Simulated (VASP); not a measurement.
# Zr3Mn (Pm-3m) in VASP: notebook

The runs below take Zr3Mn through single point, with PBE.

All numbers are computed with VASP 6.6.1; they aren't measurements. Logs are shortened: lines on timing, memory, paths and dates and some standing lists are left out, and cuts for length are marked.

## 1. The cell of the first run

It takes space group Pm-3m (No. 221, cubic). The conventional cell has a = 4.373 Å, b = 4.373 Å, c = 4.373 Å, α = 90.00°, β = 90.00°, γ = 90.00°. Within 4.1 Å of Zr (site symmetry 4/mmm) lie 8 Zr at 3.09 Å and 4 Mn at 3.09 Å. Mn (site symmetry m-3m) has 12 Zr at 3.09 Å within 4.1 Å.

## 2. Single point, PBE, collinear spin, ferromagnetic start

The input, INCAR:

```
PREC = Accurate
ENCUT = 520
EDIFF = 1E-7
ISMEAR = -1
SIGMA = 0.05
LREAL = F
LASPH = T
NELM = 150
ALGO = Fast
ISIF = 2
LWAVE = F
LCHARG = T
ISPIN = 2
MAGMOM = 0 0 0 4
LORBIT = 11
LMAXMIX = 4
GGA = PE
LELF = T
LVHAR = T
NBANDS = 36
```

The input, KPOINTS:

```
regular mesh
0
Gamma
  6 6 6
```

The input, POSCAR:

```
Zr3Mn
1.0
    4.3732200000      0.0000000000      0.0000000000
    0.0000000000      4.3732200000      0.0000000000
    0.0000000000      0.0000000000      4.3732200000
Zr Mn
3 1
Direct
    0.5000000000      0.5000000000      0.0000000000
    0.5000000000      0.0000000000      0.5000000000
    0.0000000000      0.5000000000      0.5000000000
    0.0000000000      0.0000000000      0.0000000000
```

Potentials or basis: VASP PAW PBE potentials, release 64 (Zr_sv, Mn_pv).

Started as:

```sh
$ cat potpaw_PBE.64/Zr_sv/POTCAR potpaw_PBE.64/Mn_pv/POTCAR > POTCAR
$ mpirun -np 1 vasp_std > vasp.out
```

OUTCAR:

```text
PREC = Accurate
   ENCUT = 520
   EDIFF = 1E-7
   ISMEAR = -1
   LREAL = F
   LASPH = T
   NELM = 150
   ISIF = 2
   ISPIN = 2
   LORBIT = 11
   GGA = PE

 ion  position               nearest neighbor table
   1  0.500  0.500  0.000-   2 3.09   3 3.09   4 3.09   2 3.09   3 3.09   2 3.09   4 3.09   2 3.09
                             3 3.09   4 3.09   3 3.09   4 3.09
   2  0.500  0.000  0.500-   1 3.09   3 3.09   4 3.09   1 3.09   4 3.09   1 3.09   3 3.09   1 3.09
                             3 3.09   4 3.09   4 3.09   3 3.09
   3  0.000  0.500  0.500-   1 3.09   2 3.09   4 3.09   1 3.09   4 3.09   2 3.09   4 3.09   4 3.09
                             1 3.09   2 3.09   1 3.09   2 3.09
   4  0.000  0.000  0.000-   1 3.09   2 3.09   3 3.09   2 3.09   3 3.09   1 3.09   3 3.09   3 3.09
                             1 3.09   2 3.09   2 3.09   1 3.09

  LATTYP: Found a simple cubic cell.
 ALAT       =     4.3732200000

  Lattice vectors:

 A1 = (   4.3732200000,   0.0000000000,   0.0000000000)
 A2 = (   0.0000000000,   4.3732200000,   0.0000000000)
 A3 = (   0.0000000000,   0.0000000000,   4.3732200000)

Analysis of symmetry for initial positions (statically):
=====================================================================
 Subroutine PRICEL returns:
 Original cell was already a primitive cell.

 Routine SETGRP: Setting up the symmetry group for a
 simple cubic supercell.

 Subroutine GETGRP returns: Found 48 space group operations
 (whereof 48 operations were pure point group operations)
 out of a pool of 48 trial point group operations.

The static configuration has the point symmetry O_h .

Analysis of symmetry for dynamics (positions and initial velocities):
=====================================================================
 Subroutine PRICEL returns:
 Original cell was already a primitive cell.

 Routine SETGRP: Setting up the symmetry group for a
 simple cubic supercell.

 Subroutine GETGRP returns: Found 48 space group operations
 (whereof 48 operations were pure point group operations)
 out of a pool of 48 trial point group operations.

The dynamic configuration has the point symmetry O_h .

Analysis of structural, dynamic, and magnetic symmetry:
=====================================================================
 Subroutine PRICEL returns:
 Original cell was already a primitive cell.

 Routine SETGRP: Setting up the symmetry group for a
 simple cubic supercell.

 Subroutine GETGRP returns: Found 48 space group operations
 (whereof 48 operations were pure point group operations)
 out of a pool of 48 trial point group operations.

The overall configuration has the point symmetry O_h .

 Subroutine INISYM returns: Found 48 space group operations
 (whereof 48 operations are pure point group operations),
 and found     1 'primitive' translations

----------------------------------------------------------------------------------------

                                     Primitive cell

  volume of cell :      83.6381

  direct lattice vectors                    reciprocal lattice vectors
     4.373220000  0.000000000  0.000000000     0.228664462  0.000000000  0.000000000
     0.000000000  4.373220000  0.000000000     0.000000000  0.228664462  0.000000000
     0.000000000  0.000000000  4.373220000     0.000000000  0.000000000  0.228664462

  length of vectors
     4.373220000  4.373220000  4.373220000     0.228664462  0.228664462  0.228664462

  position of ions in fractional coordinates (direct lattice)
     0.500000000  0.500000000  0.000000000
     0.500000000  0.000000000  0.500000000
     0.000000000  0.500000000  0.500000000
     0.000000000  0.000000000  0.000000000

  ion indices of the primitive-cell ions
   primitive index   ion index
                 1           1
                 2           2
                 3           3
                 4           4

----------------------------------------------------------------------------------------

 KPOINTS: regular mesh

Automatic generation of k-mesh.
 Grid dimensions read from file:
 generate k-points for:    6    6    6

 Generating k-lattice:

  Cartesian coordinates                     Fractional coordinates (reciprocal lattice)
     0.038110744  0.000000000  0.000000000     0.166666667  0.000000000  0.000000000
     0.000000000  0.038110744  0.000000000     0.000000000  0.166666667  0.000000000
     0.000000000  0.000000000  0.038110744     0.000000000  0.000000000  0.166666667

  Length of vectors
     0.038110744  0.038110744  0.038110744

  Shift w.r.t. Gamma in fractional coordinates (k-lattice)
     0.000000000  0.000000000  0.000000000

 Subroutine IBZKPT returns following result:
 ===========================================

 Found     20 irreducible k-points:

 Following reciprocal coordinates:
            Coordinates               Weight
  0.000000  0.000000  0.000000      1.000000
  0.166667  0.000000  0.000000      6.000000
  0.333333  0.000000  0.000000      6.000000
  0.500000  0.000000  0.000000      3.000000
  0.166667  0.166667  0.000000     12.000000
  0.333333  0.166667  0.000000     24.000000
[... 12 lines left out ...]
  0.500000  0.500000  0.333333      6.000000
  0.500000  0.500000  0.500000      1.000000
   k-points           NKPTS =     20   k-points in BZ     NKDIM =     20   number of bands    NBANDS=     36
   number of dos      NEDOS =    301   number of ions     NIONS =      4
   total plane-waves  NPLWV =  46656
   dimension x,y,z NGX =    36 NGY =   36 NGZ =   36
   dimension x,y,z NGXF=    72 NGYF=   72 NGZF=   72
   ions per type =               3   1
   NGX,Y,Z   is equivalent  to a cutoff of  13.69, 13.69, 13.69 a.u.
   NGXF,Y,Z  is equivalent  to a cutoff of  27.37, 27.37, 27.37 a.u.
 SYSTEM =  unknown system
   PREC   = accura    normal or accurate (medium, high low for compatibility)
   ISTART =      0    job   : 0-new  1-cont  2-samecut
   ICHARG =      2    charge: 1-file 2-atom 10-const
   ISPIN  =      2    spin polarized calculation?
   LNONCOLLINEAR =      F non collinear calculations
   LSORBIT =      F    spin-orbit coupling
   LASPH  =      T    aspherical Exc in radial PAW
   ENCUT  =  520.0 eV  38.22 Ry    6.18 a.u.   8.13  8.13  8.13*2*pi/ulx,y,z
   NELM   =    150;   NELMIN=  2; NELMDL= -5     # of ELM steps
   EDIFF  = 0.1E-06   stopping-criterion for ELM
   LREAL  =      F    real-space projection
   EDIFFG = 0.1E-05   stopping-criterion for IOM
   NSW    =      0    number of steps for IOM
   IBRION =     -1    ionic relax: 0-MD 1-quasi-New 2-CG
   NFREE  =      0    steps in history (QN), initial steepest desc. (CG)
   ISIF   =      2    stress and relaxation
   ISYM   =      2    0-nonsym 1-usesym 2-fastsym
   POTIM  = 0.5000    time-step for ionic-motion
   TEBEG  =    0.0;   TEEND  =   0.0 temperature during run
   PSTRESS=    0.0 pullay stress
   NELECT =      49.0000    total number of electrons
   NUPDOWN=      -1.0000    fix difference up-down
   EMIN   =  10.00;   EMAX   =-10.00  energy-range for DOS
   EFERMI =   0.00;   METHOD = LEGACY
   ISMEAR =    -1;   SIGMA  =   0.05  broadening in eV -4-tet -1-fermi 0-gaus
   EFERMI_NEDOS =   21; number of points for ismear=-14 and -15
   IALGO  =     68    algorithm
   IMIX   =      4    mixing-type and parameters
     AMIX     =   0.40;   BMIX     =  1.00
     AMIX_MAG =   1.60;   BMIX_MAG =  1.00
  volume/ion in A,a.u.               =      20.91       141.10
  Fermi-wavevector in a.u.,A,eV,Ry     =   1.369847  2.588636 25.531087  1.876482
  Thomas-Fermi vector in A             =   2.495686
   LORBIT       =     11    0 simple, 1 ext, 2 COOP (PROOUT), +10 PAW based schemes
   GGA     = PE    functional components
   LHFCALC =     F    Hartree Fock is set to
   AEXX    =    0.0000 exact exchange contribution
   IVDW    =     0    specifies the selected vdW correction
   LEPSILON=     F    determine dielectric tensor
   LRPA    =     F    only Hartree local field effects (RPA)
 spin polarized calculation
 RMM-DIIS sequential band-by-band and
  energy-cutoff  :      520.00
  volume of cell :       83.64
 maximum number of plane-waves:      2301
 NGX is ok and might be reduce to    36
   NGX = 17   NGY = 17   NGZ = 17

 number of electron      48.9999991 magnetization       3.2820426

 Free energy of the ion-electron system (eV)
  ---------------------------------------------------
  ext. energy  EPLUGINS =         0.00000000
  ---------------------------------------------------
  free energy    TOTEN  =       -34.01303883 eV

  energy without entropy =      -33.96287763  energy(sigma->0) =      -33.98795823

 E-fermi :   8.6707     XC(G=0): -11.3085

 val. band max:        8.6614457102   @ k =   0.5000   0.3333   0.1667
 cond. band min:       8.6891410306   @ k =   0.1667   0.1667   0.0000
 fundamental gap:      0.0276953204
 Fermi energy:         8.6707051867

 spin component 1

 k-point     1 :       0.0000    0.0000    0.0000
  band No.  band energies     occupation
      1     -41.0069      1.00000
      2     -41.0069      1.00000
      3     -41.0069      1.00000
      4     -39.8926      1.00000
      5     -39.6798      1.00000
      6     -39.6798      1.00000
[... 28 lines left out ...]
     35      13.3282      0.00000
     36      14.5894      0.00000

 k-point     2 :       0.1667    0.0000    0.0000
  band No.  band energies     occupation
      1     -41.0074      1.00000
      2     -41.0069      1.00000
      3     -41.0069      1.00000
      4     -39.8797      1.00000
      5     -39.6922      1.00000
      6     -39.6796      1.00000
[... 28 lines left out ...]
     35      13.2891      0.00000
     36      14.0550      0.00000
[... 661 lines left out ...]
     35      12.5487      0.00000
     36      12.6219      0.00000

 k-point    20 :       0.5000    0.5000    0.5000
  band No.  band energies     occupation
      1     -41.0072      1.00000
      2     -41.0072      1.00000
      3     -41.0072      1.00000
      4     -39.7492      1.00000
      5     -39.7492      1.00000
      6     -39.7492      1.00000
[... 28 lines left out ...]
     35      12.5853      0.00000
     36      12.5853      0.00000
 Fermi energy:         8.6707051867

 spin component 2

 k-point     1 :       0.0000    0.0000    0.0000
  band No.  band energies     occupation
      1     -39.9403      1.00000
      2     -39.7265      1.00000
      3     -39.7265      1.00000
      4     -37.4043      1.00000
      5     -37.4043      1.00000
      6     -37.4043      1.00000
[... 28 lines left out ...]
     35      13.3829      0.00000
     36      14.4120      0.00000

 k-point     2 :       0.1667    0.0000    0.0000
  band No.  band energies     occupation
      1     -39.9279      1.00000
      2     -39.7393      1.00000
      3     -39.7263      1.00000
      4     -37.4043      1.00000
      5     -37.4043      1.00000
      6     -37.4040      1.00000
[... 28 lines left out ...]
     35      13.2940      0.00000
     36      13.8843      0.00000
[... 661 lines left out ...]
     35      12.8384      0.00000
     36      13.0860      0.00000

 k-point    20 :       0.5000    0.5000    0.5000
  band No.  band energies     occupation
      1     -39.7963      1.00000
      2     -39.7963      1.00000
      3     -39.7963      1.00000
      4     -37.4048      1.00000
      5     -37.4048      1.00000
      6     -37.4048      1.00000
[... 28 lines left out ...]
     35      12.9669      0.00000
     36      12.9669      0.00000

------------------------ aborting loop because EDIFF is reached ----------------------------------------

  FORCE on cell =-STRESS in cart. coord.  units (eV):
  Direction    XX          YY          ZZ          XY          YZ          ZX
  --------------------------------------------------------------------------------------
  -------------------------------------------------------------------------------------
  Total       -0.0908372     -0.0908372     -0.0908372      0.0000000     -0.0000000      0.0000000
  in kB       -1.7400838     -1.7400838     -1.7400838      0.0000000     -0.0000000      0.0000000
  external PRESSURE =      -1.7400838 kB  Pullay stress =       0.0000000 kB

 VOLUME and BASIS-vectors are now :
 -----------------------------------------------------------------------------
  energy-cutoff  :      520.00
  volume of cell :       83.64
      direct lattice vectors                 reciprocal lattice vectors
     4.373220000  0.000000000  0.000000000     0.228664462  0.000000000  0.000000000
     0.000000000  4.373220000  0.000000000     0.000000000  0.228664462  0.000000000
     0.000000000  0.000000000  4.373220000     0.000000000  0.000000000  0.228664462

 POSITION                                       TOTAL-FORCE (eV/Angst)
 -----------------------------------------------------------------------------------
      2.18661      2.18661      0.00000         0.000000      0.000000      0.000000
      2.18661      0.00000      2.18661         0.000000      0.000000      0.000000
      0.00000      2.18661      2.18661         0.000000      0.000000      0.000000
      0.00000      0.00000      0.00000         0.000000      0.000000      0.000000
 -----------------------------------------------------------------------------------
    total drift:                               -0.000000      0.000000      0.000000

  FREE ENERGIE OF THE ION-ELECTRON SYSTEM (eV)
  ---------------------------------------------------
  free  energy   TOTEN  =       -34.0130388337 eV

  energy  without entropy=      -33.9628776267  energy(sigma->0) =      -33.98795823

 total charge

# of ion       s       p       d       tot
------------------------------------------
    1        2.231   5.955   1.687   9.874
    2        2.231   5.955   1.687   9.874
    3        2.231   5.955   1.687   9.874
    4        0.347   6.236   4.891  11.473
--------------------------------------------------
tot          7.040  24.102   9.953  41.095

 magnetization (x)

# of ion       s       p       d       tot
------------------------------------------
    1       -0.005  -0.002  -0.076  -0.083
    2       -0.005  -0.002  -0.076  -0.083
    3       -0.005  -0.002  -0.076  -0.083
    4        0.040   0.052   3.356   3.448
--------------------------------------------------
tot          0.025   0.045   3.130   3.200
```

Wall time 15 min (1 thread of Intel Xeon Platinum 8488C (Sapphire Rapids), shared host); peak memory 0.3 GiB.

Results:

- Free energy: -34.0130 eV
- Pressure: -0.2 GPa
- Net moment: 3.28 μB per cell
- Site moments: Zr -0.08; Mn +3.45 μB
- Valence electrons inside the program's atomic spheres: Zr 9.87; Mn 11.47

## 3. Single point, PBE, collinear spin, ferromagnetic start

This run uses another cell than the first one, of 21.33 Å³/atom.

The input, INCAR:

```
ALGO = Fast
EDIFF = 1E-7
ENCUT = 520
GGA = PE
ISIF = 2
ISMEAR = -1
ISPIN = 2
LASPH = True
LCHARG = False
LMAXMIX = 4
LORBIT = 11
LREAL = False
LWAVE = False
MAGMOM = 0 0 0 4
NBANDS = 36
NELM = 150
PREC = Accurate
SIGMA = 0.05
```

The input, KPOINTS:

```
k-points
0
Gamma
  6 6 6
```

The input, POSCAR:

```
Zr3Mn
1.0
    4.4021825659      0.0000000000      0.0000000000
    0.0000000000      4.4021825659      0.0000000000
    0.0000000000      0.0000000000      4.4021825659
Zr Mn
3 1
Direct
    0.5000000000      0.5000000000      0.0000000000
    0.5000000000      0.0000000000      0.5000000000
    0.0000000000      0.5000000000      0.5000000000
    0.0000000000      0.0000000000      0.0000000000
```

Potentials or basis: VASP PAW PBE potentials, release 64 (Zr_sv, Mn_pv).

Started as:

```sh
$ cat potpaw_PBE.64/Zr_sv/POTCAR potpaw_PBE.64/Mn_pv/POTCAR > POTCAR
$ mpirun -np 1 vasp_std > vasp.out
```

Wall time 11 min (1 thread of Intel Xeon Platinum 8488C (Sapphire Rapids), shared host); peak memory 0.29 GiB.

The run converged. Its results:

* Free energy: -34.0031 eV
* Pressure: -1.8 GPa
* Net moment: 3.37 μB per cell
* Site moments: Zr -0.08; Mn +3.51 μB
* Valence electrons inside the program's atomic spheres: Zr 9.85; Mn 11.45

Levels at points of the mesh, in eV from the Fermi level:
Spin up:
```
           k point  band 23  band 24  band 25  band 26  band 27  band 28  band 29  band 30
(0.00, 0.00, 0.00)    -0.62    -0.62    -0.62     0.10     0.10     2.51     2.51     2.51
(0.50, 0.00, 0.00)    -2.02    -0.94    -0.74    -0.74     1.11     1.11     1.13     1.49
(0.50, 0.50, 0.00)    -2.08    -1.04    -0.91    -0.26    -0.16    -0.16     1.34     1.34
(0.50, 0.50, 0.50)    -1.02    -1.02     0.59     0.59     0.59     1.00     1.00     1.00
```
Spin down:
```tsv
k point	band 19	band 20	band 21	band 22	band 23	band 24	band 25	band 26
(0.00, 0.00, 0.00)	-2.50	-1.93	-1.93	-1.93	0.87	0.87	0.87	2.27
(0.50, 0.00, 0.00)	-1.16	-1.02	-0.65	-0.65	-0.41	-0.04	-0.04	0.97
(0.50, 0.50, 0.00)	-1.35	-0.88	-0.32	-0.28	-0.28	-0.07	-0.07	-0.03
(0.50, 0.50, 0.50)	-2.58	0.72	0.72	0.72	0.73	0.73	0.73	0.78
```
